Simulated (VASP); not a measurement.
# Sc3Al11: single point with PBE

Sc3Al11, a slab with vacuum:

```
Al Sc
1.0
     4.10533    0.00000    0.00000
     0.00000    4.10533    0.00000
     0.00000    0.00000   27.31599
Al Sc
11 3
Cartesian
  0.0000 2.0527 7.5000
  2.0527 0.0000 7.5000
  2.0527 2.0527 9.5527
  0.0000 2.0527 11.6053
  2.0527 0.0000 11.6053
  2.0527 2.0527 13.6580
  0.0000 2.0527 15.7107
  2.0527 0.0000 15.7107
  2.0527 2.0527 17.7633
  0.0000 2.0527 19.8160
  2.0527 0.0000 19.8160
  0.0000 0.0000 9.5527
  0.0000 0.0000 13.6580
  0.0000 0.0000 17.7633
```

| Quantity | Value |
| --- | --- |
| Program | VASP 6.6.1 |
| Task | single point |
| Functional | PBE |
| Potentials or basis | VASP PAW PBE potentials, release 64 (Al, Sc_sv) |
| Cutoff | 520 eV |
| k mesh | 9 × 9 × 1 |
| Occupations | gaussian, width 0.1 eV |
| Spin | no spin polarisation |

```yaml
Largest_force: 0.281 eV/Å
Band_gap_on_the_k_mesh: zero (bands 33 and 34 overlap by 1.50 eV)
```

Forces in eV/Å, atoms in the order of the input:
```
Al   0.000  0.000 -0.174
Al   0.000  0.000 -0.174
Al   0.000  0.000 -0.080
Al   0.000  0.000 -0.041
Al   0.000  0.000 -0.041
Al   0.000  0.000  0.012
Al   0.000  0.000  0.028
Al   0.000  0.000  0.028
Al   0.000  0.000  0.063
Al   0.000  0.000  0.232
Al   0.000  0.000  0.232
Sc   0.000  0.000  0.275
Sc   0.000  0.000 -0.078
Sc   0.000  0.000 -0.281
```

Levels at points of the mesh, in eV from the Fermi level:
```
           k point  band 30  band 31  band 32  band 33  band 34  band 35  band 36  band 37
(0.00, 0.00, 0.00)    -0.85    -0.85    -0.78    -0.10     0.07     1.02     1.09     1.09
```

Wall time 37 min on 1 thread of Intel(R) Xeon(R) Platinum 8259CL CPU @ 2.50GHz (Skylake/Cascade Lake) (shared host), peak memory 0.61 GiB.
